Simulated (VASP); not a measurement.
Runs of VASP 6.6.1 on CO2. The structure is that of space group I-42d (No. 122), or close to it. The cells are those of the table. 

```tsv
level	potentials or basis	cell	k mesh	smearing	gap on the mesh (eV)	pressure (GPa)	largest force (eV/Å)
PBE	VASP PAW PBE potentials, release 64 (C_h, O_h)	a = 4.056 Å, angles 122.4, 122.4, 85.9°, 6 atoms	10 × 10 × 10	fermi-dirac 0.02 eV	(c)	7.1	0.27
LDA	VASP PAW LDA potentials, release 64 (C_h, O_h)	a = 4.021 Å, angles 122.5, 122.5, 85.7°, 6 atoms	8 × 8 × 8	fermi-dirac 0.02 eV	7.57	0.5	0.08
LDA	VASP PAW LDA potentials, release 64 (C_h, O_h)	a = 4.056 Å, angles 122.4, 122.4, 85.9°, 6 atoms	10 × 10 × 10	gaussian 0.01 eV	(a)	-6.1	0.19
PBEsol	VASP PAW PBE potentials, release 64 (C_h, O_h)	a = 4.060 Å, angles 122.3, 122.3, 86.1°, 6 atoms	8 × 8 × 8	fermi-dirac 0.02 eV	(b)	-0.4	0.03
```

Alike in all rows: task single point; no spin polarisation; cutoff (eV) 910.

**Question.** Estimate the missing entries.

**Answer.** (a) 7.51; (b) 7.63; (c) 7.79.

Caveats: the cutoff is under 1.25 times the usual one of these potentials, so pressure, stress and relaxed cells hold a basis-set (Pulay) error; the cell stands under pressure (at least some runs); the cell stands under tension (at least some runs); the PAW data sets were made with another functional, which shifts forces and pressure a little (at least some runs).

A k mesh can miss the band edges.
